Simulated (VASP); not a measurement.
**GaN: single point with PBE**

The system is GaN.

```xyz
2
Lattice="0.0000 2.1085 2.1085 2.1085 0.0000 2.1085 2.1085 2.1085 0.0000" Properties=species:S:1:pos:R:3 pbc="T T T"
Ga    0.0000    0.0000    0.0000
N     2.1085    2.1085    2.1085
```

| Item | Value |
| --- | --- |
| Program | VASP 6.6.1 |
| Task | single point |
| Functional | PBE |
| Potentials or basis | VASP PAW PBE potentials, release 64 (Ga_d, N) |
| Cutoff | 600 eV |
| k mesh | 8 × 8 × 8 |
| Occupations | gaussian, width 0.01 eV |
| Spin | no spin polarisation |

The pressure is 8.9 GPa. The band gap on the k mesh is 0.65 eV, indirect (least direct gap 2.83 eV).

Levels at points of the mesh, in eV from the valence-band top:
```tsv
k point	band 7	band 8	band 9	band 10	band 11	band 12
(0.00, 0.00, 0.00)	-0.50	-0.50	-0.50	2.33	14.78	14.78
(0.50, 0.00, 0.00)	-8.27	-0.15	-0.15	4.74	9.15	9.15
(0.00, 0.50, 0.00)	-8.27	-0.15	-0.15	4.74	9.15	9.15
(0.00, 0.00, 0.50)	-8.27	-0.15	-0.15	4.74	9.15	9.15
(0.50, 0.50, 0.50)	-8.27	-0.15	-0.15	4.74	9.15	9.15
(0.50, 0.50, 0.00)	-7.16	-3.05	-3.05	0.65	7.85	12.01
(0.00, 0.50, 0.50)	-7.16	-3.05	-3.05	0.65	7.85	12.01
(0.50, 0.00, 0.50)	-7.16	-3.05	-3.05	0.65	7.85	12.01
```

Run time: 59 s on 1 thread of Intel(R) Xeon(R) Platinum 8375C CPU @ 2.90GHz (Ice Lake), on a shared host, peak memory 0.22 GiB.

A k mesh can miss the band edges. PBE gaps usually lie below the measured ones, often by a third to a half.
